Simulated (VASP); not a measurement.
Set up this calculation in VASP 6.6.1, as the native input.

| Item | Value |
| --- | --- |
| Task | single point |
| Functional | PBE |
| Potentials or basis | VASP PAW PBE potentials, release 64 (Cd, S, Hg) |
| Cutoff | 500 eV |
| k mesh | 6 × 6 × 4 |
| Occupations | fermi-dirac, width 0.02 eV |
| Spin | non-collinear spin, zero start, spin-orbit coupling |
| Starting moments | [[0.0, 0.0, 0.0], [0.0, 0.0, 0.0], [0.0, 0.0, 0.0], [0.0, 0.0, 0.0]] μB |
| Dipole correction | no |
| Further INCAR settings | ALGO = Normal; EDIFF = 1e-06; NBANDS = 50 |

The structure of CdHgS2 lies in POSCAR:

```
CdHgS2
1.0
    4.1808544803      0.0000000000      0.0000000000
    0.0000000000      4.1808544803      0.0000000000
    0.0000000000      0.0000000000      5.8842973342
Cd S Hg
1 2 1
Direct
    0.0000000000      0.0000000000      0.0000000000
    0.0000000000      0.5000000000      0.2465594816
    0.5000000000      0.0000000000      0.7534405184
    0.5000000000      0.5000000000      0.5000000000
```

One way to write it, as run:

INCAR

```
SYSTEM = CdHgS2
PREC = Accurate
ENCUT = 500
EDIFF = 1E-6
ISMEAR = -1
SIGMA = 0.02
LREAL = .FALSE.
LASPH = .TRUE.
NELM = 200
ALGO = Normal
ISIF = 2
LWAVE = .FALSE.
LCHARG = .FALSE.
LNONCOLLINEAR = .TRUE.
MAGMOM = 0 0 0 0 0 0 0 0 0 0 0 0
LORBIT = 11
LSORBIT = .TRUE.
GGA_COMPAT = .FALSE.
LORBMOM = .TRUE.
GGA = PE
NBANDS = 50
```

KPOINTS

```
regular mesh
0
G
  6 6 4
  0 0 0
```

Potentials or basis: VASP PAW PBE potentials, release 64 (Cd, S, Hg).

Run with:

```console
$ cat potpaw_PBE.64/Cd/POTCAR potpaw_PBE.64/S/POTCAR potpaw_PBE.64/Hg/POTCAR > POTCAR
$ mpirun -np 1 vasp_ncl > vasp.out
```

Results of the run:

The pressure is 1.6 GPa, the largest force is 0.032 eV/Å and the net moment is 0.00 μB per cell. The valence electrons inside the program's atomic spheres are Cd 10.30; S 3.68; Hg 10.48.

It took 3.6 min on 1 thread of AMD EPYC 7R13 Processor (Zen 3), with other jobs on the host, peak memory 0.5 GiB.
